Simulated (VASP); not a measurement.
# TaN (I4/mmm) in VASP: notebook

TaN is run at these levels: PBEsol; tasks: single point.

All numbers are computed with VASP 6.6.1; they aren't measurements. Logs are shortened: lines on timing, memory, paths and dates and some standing lists are left out, and cuts for length are marked.

### 1 The cell of the first run

Symmetry: I4/mmm, No. 139, tetragonal system. The conventional cell has a = 3.159 Å, b = 3.159 Å, c = 4.249 Å, α = 90.00°, β = 90.00°, γ = 90.00°. Ta (site symmetry 4/mmm) has 6 N at 2.12 to 2.23 Å within 2.8 Å. Within 2.8 Å of N (site symmetry 4/mmm) lie 6 Ta at 2.12 to 2.23 Å.

### 2 Single point, PBEsol (strain +0.025 along x and y, -0.025 along z)

Contents of INCAR:

```
PREC = Accurate ; ENCUT = 520
EDIFF = 1E-7 ; ISMEAR = 0
SIGMA = 0.15 ; LREAL = False
LASPH = True ; NELM = 100
ALGO = Normal ; ISIF = 2
LWAVE = False ; LCHARG = False
GGA = PS ; NBANDS = 15
```

Contents of KPOINTS:

```
regular mesh
0
Gamma
  18 18 18
```

Contents of POSCAR:

```
TaN
1.0
    0.0000000000      2.2334750000      2.1245250000
    2.2334750000      0.0000000000      2.1245250000
    2.2334750000      2.2334750000      0.0000000000
Ta N
1 1
Direct
    0.5000000000      0.5000000000      0.5000000000
    0.0000000000      0.0000000000      0.0000000000
```

Potentials or basis: VASP PAW PBE potentials, release 64 (Ta_pv, N).

Command:

```console
> cat potpaw_PBE.64/Ta_pv/POTCAR potpaw_PBE.64/N/POTCAR > POTCAR
> mpirun -np 1 vasp_std > vasp.out
```

OUTCAR:

```text
PREC = Accurate
   ENCUT = 520
   EDIFF = 1E-7
   ISMEAR = 0
   LREAL = False
   LASPH = True
   NELM = 100
   ISIF = 2
   GGA = PS

 ion  position               nearest neighbor table
   1  0.500  0.500  0.500-   2 2.12   2 2.12   2 2.23   2 2.23   2 2.23   2 2.23
   2  0.000  0.000  0.000-   1 2.12   1 2.12   1 2.23   1 2.23   1 2.23   1 2.23

  LATTYP: Found a body centered tetragonal cell.
 ALAT       =     3.1586106362
 C/A-ratio  =     1.3452275349

  Lattice vectors:

 A1 = (   0.0000000000,  -2.2334750000,  -2.1245250000)
 A2 = (   0.0000000000,   2.2334750000,  -2.1245250000)
 A3 = (   2.2334750000,   0.0000000000,   2.1245250000)

Analysis of symmetry for initial positions (statically):
=====================================================================
 Subroutine PRICEL returns:
 Original cell was already a primitive cell.

 Routine SETGRP: Setting up the symmetry group for a
 body centered tetragonal supercell.

 Subroutine GETGRP returns: Found 16 space group operations
 (whereof 16 operations were pure point group operations)
 out of a pool of 16 trial point group operations.

The static configuration has the point symmetry D_4h.

Analysis of symmetry for dynamics (positions and initial velocities):
=====================================================================
 Subroutine PRICEL returns:
 Original cell was already a primitive cell.

 Routine SETGRP: Setting up the symmetry group for a
 body centered tetragonal supercell.

 Subroutine GETGRP returns: Found 16 space group operations
 (whereof 16 operations were pure point group operations)
 out of a pool of 16 trial point group operations.

The dynamic configuration has the point symmetry D_4h.

 Subroutine INISYM returns: Found 16 space group operations
 (whereof 16 operations are pure point group operations),
 and found     1 'primitive' translations

----------------------------------------------------------------------------------------

                                     Primitive cell

  volume of cell :      21.1960

  direct lattice vectors                    reciprocal lattice vectors
     0.000000000  2.233475000  2.124525000    -0.223866397  0.223866397  0.235346725
     2.233475000  0.000000000  2.124525000     0.223866397 -0.223866397  0.235346725
     2.233475000  2.233475000  0.000000000     0.223866397  0.223866397 -0.235346725

  length of vectors
     3.082534193  3.082534193  3.158610636     0.394487525  0.394487525  0.394487525

  position of ions in fractional coordinates (direct lattice)
     0.500000000  0.500000000  0.500000000
     0.000000000  0.000000000  0.000000000

  ion indices of the primitive-cell ions
   primitive index   ion index
                 1           1
                 2           2

----------------------------------------------------------------------------------------

 KPOINTS: regular mesh

Automatic generation of k-mesh.
 Grid dimensions read from file:
 generate k-points for:   18   18   18

 Generating k-lattice:

  Cartesian coordinates                     Fractional coordinates (reciprocal lattice)
    -0.012437022  0.012437022  0.013074818     0.055555556 -0.000000000  0.000000000
     0.012437022 -0.012437022  0.013074818    -0.000000000  0.055555556  0.000000000
     0.012437022  0.012437022 -0.013074818     0.000000000  0.000000000  0.055555556

  Length of vectors
     0.021915974  0.021915974  0.021915974

  Shift w.r.t. Gamma in fractional coordinates (k-lattice)
     0.000000000  0.000000000  0.000000000

 Subroutine IBZKPT returns following result:
 ===========================================

 Found    480 irreducible k-points:

 Following reciprocal coordinates:
            Coordinates               Weight
  0.000000  0.000000  0.000000      1.000000
  0.055556 -0.000000  0.000000      8.000000
  0.111111 -0.000000  0.000000      8.000000
  0.166667  0.000000  0.000000      8.000000
  0.222222  0.000000  0.000000      8.000000
  0.277778  0.000000  0.000000      8.000000
[... 16 lines left out ...]
 -0.277778  0.055556  0.000000      8.000000
 -0.222222  0.055556  0.000000      8.000000
 [... further k-points ...]
   k-points           NKPTS =    480   k-points in BZ     NKDIM =    480   number of bands    NBANDS=     15
   number of dos      NEDOS =    301   number of ions     NIONS =      2
   total plane-waves  NPLWV =  13824
   dimension x,y,z NGX =    24 NGY =   24 NGZ =   24
   dimension x,y,z NGXF=    48 NGYF=   48 NGZF=   48
   ions per type =               1   1
   NGX,Y,Z   is equivalent  to a cutoff of  12.94, 12.94, 12.63 a.u.
   NGXF,Y,Z  is equivalent  to a cutoff of  25.89, 25.89, 25.26 a.u.
 SYSTEM =  unknown system
   PREC   = accura    normal or accurate (medium, high low for compatibility)
   ISTART =      0    job   : 0-new  1-cont  2-samecut
   ICHARG =      2    charge: 1-file 2-atom 10-const
   ISPIN  =      1    spin polarized calculation?
   LNONCOLLINEAR =      F non collinear calculations
   LSORBIT =      F    spin-orbit coupling
   LASPH  =      T    aspherical Exc in radial PAW
   ENCUT  =  520.0 eV  38.22 Ry    6.18 a.u.   5.73  5.73  5.87*2*pi/ulx,y,z
   NELM   =    100;   NELMIN=  2; NELMDL= -5     # of ELM steps
   EDIFF  = 0.1E-06   stopping-criterion for ELM
   LREAL  =      F    real-space projection
   EDIFFG = 0.1E-05   stopping-criterion for IOM
   NSW    =      0    number of steps for IOM
   IBRION =     -1    ionic relax: 0-MD 1-quasi-New 2-CG
   NFREE  =      0    steps in history (QN), initial steepest desc. (CG)
   ISIF   =      2    stress and relaxation
   ISYM   =      2    0-nonsym 1-usesym 2-fastsym
   POTIM  = 0.5000    time-step for ionic-motion
   TEBEG  =    0.0;   TEEND  =   0.0 temperature during run
   PSTRESS=    0.0 pullay stress
   NELECT =      16.0000    total number of electrons
   NUPDOWN=      -1.0000    fix difference up-down
   EMIN   =  10.00;   EMAX   =-10.00  energy-range for DOS
   EFERMI =   0.00;   METHOD = LEGACY
   ISMEAR =     0;   SIGMA  =   0.15  broadening in eV -4-tet -1-fermi 0-gaus
   EFERMI_NEDOS =   21; number of points for ismear=-14 and -15
   IALGO  =     38    algorithm
   IMIX   =      4    mixing-type and parameters
     AMIX     =   0.40;   BMIX     =  1.00
     AMIX_MAG =   1.60;   BMIX_MAG =  1.00
  volume/ion in A,a.u.               =      10.60        71.52
  Fermi-wavevector in a.u.,A,eV,Ry     =   1.490608  2.816841 30.230956  2.221913
  Thomas-Fermi vector in A             =   2.603368
   LORBIT       =      0    0 simple, 1 ext, 2 COOP (PROOUT), +10 PAW based schemes
   GGA     = PS    functional components
   LHFCALC =     F    Hartree Fock is set to
   AEXX    =    0.0000 exact exchange contribution
   IVDW    =     0    specifies the selected vdW correction
   LEPSILON=     F    determine dielectric tensor
   LRPA    =     F    only Hartree local field effects (RPA)
 non-spin polarized calculation
 Gauss-broadening in eV      SIGMA  =   0.15
  energy-cutoff  :      520.00
  volume of cell :       21.20
 maximum number of plane-waves:       588
   NGX = 11   NGY = 11   NGZ = 11

 number of electron      16.0000004 magnetization

 Free energy of the ion-electron system (eV)
  ---------------------------------------------------
  ext. energy  EPLUGINS =         0.00000000
  ---------------------------------------------------
  free energy    TOTEN  =       -23.14458717 eV

  energy without entropy =      -23.13526115  energy(sigma->0) =      -23.13992416

 E-fermi :   9.4055     XC(G=0): -13.6021

 val. band max:        9.3982164963   @ k =   0.0556  -0.0000   0.0000
 cond. band min:       9.4054779075   @ k =  -0.4444   0.2778   0.2222
 fundamental gap:      0.0072614113
 Fermi energy:         9.4054747571

 k-point     1 :       0.0000    0.0000    0.0000
  band No.  band energies     occupation
      1     -26.2813      2.00000
      2     -26.2813      2.00000
      3     -26.2638      2.00000
      4      -9.4337      2.00000
      5       5.5257      2.00000
      6       5.5257      2.00000
      7       5.7753      2.00000
      8       7.0937      2.00000
      9       7.0937      2.00000
     10       7.6905      2.00000
     11       9.0868      1.99734
     12       9.2454      1.86869
     13      11.5913      0.00000
     14      18.8192      0.00000
     15      21.8031      0.00000

 k-point     2 :       0.0556   -0.0000    0.0000
  band No.  band energies     occupation
      1     -26.3055      2.00000
      2     -26.2850      2.00000
      3     -26.2700      2.00000
      4      -9.3564      2.00000
      5       5.1283      2.00000
      6       5.2299      2.00000
      7       5.4606      2.00000
      8       7.2486      2.00000
      9       7.2972      2.00000
     10       7.7959      2.00000
     11       9.3982      1.05456
     12       9.5732      0.11379
     13      11.8340      0.00000
     14      19.0554      0.00000
     15      21.8029      0.00000

 k-point     3 :       0.1111   -0.0000    0.0000
  band No.  band energies     occupation
      1     -26.3857      2.00000
      2     -26.2953      2.00000
      3     -26.2760      2.00000
      4      -9.1314      2.00000
      5       4.2565      2.00000
      6       4.6105      2.00000
      7       4.8201      2.00000
      8       7.5916      2.00000
      9       7.6482      2.00000
     10       8.0153      2.00000
     11      10.1786      0.00000
     12      10.3800      0.00000
     13      12.4770      0.00000
     14      19.7207      0.00000
     15      21.8025      0.00000
[... 343 lines left out ...]
 k-point    23 :      -0.2778    0.0556    0.0000
  band No.  band energies     occupation
      1     -26.8403      2.00000
      2     -26.3476      2.00000
      3     -26.3367      2.00000
      4      -7.6867      2.00000
      5       0.9329      2.00000
      6       2.5211      2.00000
      7       3.0147      2.00000
      8       8.8396      2.00000
      9       9.2089      1.93622
     10      10.2041      0.00000
     11      14.0288      0.00000
     12      14.3486      0.00000
     13      14.4907      0.00000
     14      21.5495      0.00000
     15      21.8881      0.00000

 k-point    24 :      -0.2222    0.0556    0.0000
  band No.  band energies     occupation
      1     -26.6943      2.00000
      2     -26.3272      2.00000
      3     -26.3267      2.00000
      4      -8.1866      2.00000
      5       1.8021      2.00000
      6       2.9887      2.00000
      7       3.5869      2.00000
      8       8.3661      2.00000
      9       8.5086      2.00000
     10       9.6235      0.03980
     11      12.9585      0.00000
     12      13.2711      0.00000
     13      13.8207      0.00000
     14      21.7426      0.00000
     15      21.9004      0.00000

 [... further k-points ...]

------------------------ aborting loop because EDIFF is reached ----------------------------------------

  FORCE on cell =-STRESS in cart. coord.  units (eV):
  Direction    XX          YY          ZZ          XY          YZ          ZX
  --------------------------------------------------------------------------------------
  -------------------------------------------------------------------------------------
  Total       -1.6057444     -1.6057444      2.7995044      0.0000000      0.0000000     -0.0000000
  in kB     -121.3760397   -121.3760397    211.6107401      0.0000000      0.0000000     -0.0000000
  external PRESSURE =     -10.3804465 kB  Pullay stress =       0.0000000 kB

 VOLUME and BASIS-vectors are now :
 -----------------------------------------------------------------------------
  energy-cutoff  :      520.00
  volume of cell :       21.20
      direct lattice vectors                 reciprocal lattice vectors
     0.000000000  2.233475000  2.124525000    -0.223866397  0.223866397  0.235346725
     2.233475000  0.000000000  2.124525000     0.223866397 -0.223866397  0.235346725
     2.233475000  2.233475000  0.000000000     0.223866397  0.223866397 -0.235346725

 POSITION                                       TOTAL-FORCE (eV/Angst)
 -----------------------------------------------------------------------------------
      2.23347      2.23347      2.12453         0.000000     -0.000000      0.000000
      0.00000      0.00000      0.00000        -0.000000      0.000000      0.000000
 -----------------------------------------------------------------------------------
    total drift:                                0.000000     -0.000000      0.000000

  FREE ENERGIE OF THE ION-ELECTRON SYSTEM (eV)
  ---------------------------------------------------
  free  energy   TOTEN  =       -23.1445871706 eV

  energy  without entropy=      -23.1352611521  energy(sigma->0) =      -23.13992416
```

Run time: 57 s. Hardware: 1 thread of AMD EPYC 9R45 (Zen 5), shared host; peak memory 0.24 GiB.

Results:

```yaml
Free_energy: -23.1446 eV
Pressure: -1.0 GPa
Band_gap_on_the_k_mesh: zero (band 8 reaches 11.09 eV, above the bottom of band 9 at 7.09 eV)
```

Caveat: the cell differs from its parent crystal (strain +0.025 along x and y, -0.025 along z); the PAW data sets were made with another functional, which shifts forces and pressure a little; spin-orbit coupling is left out, which moves the levels of the heavy elements.

[end of part 1 of 2]
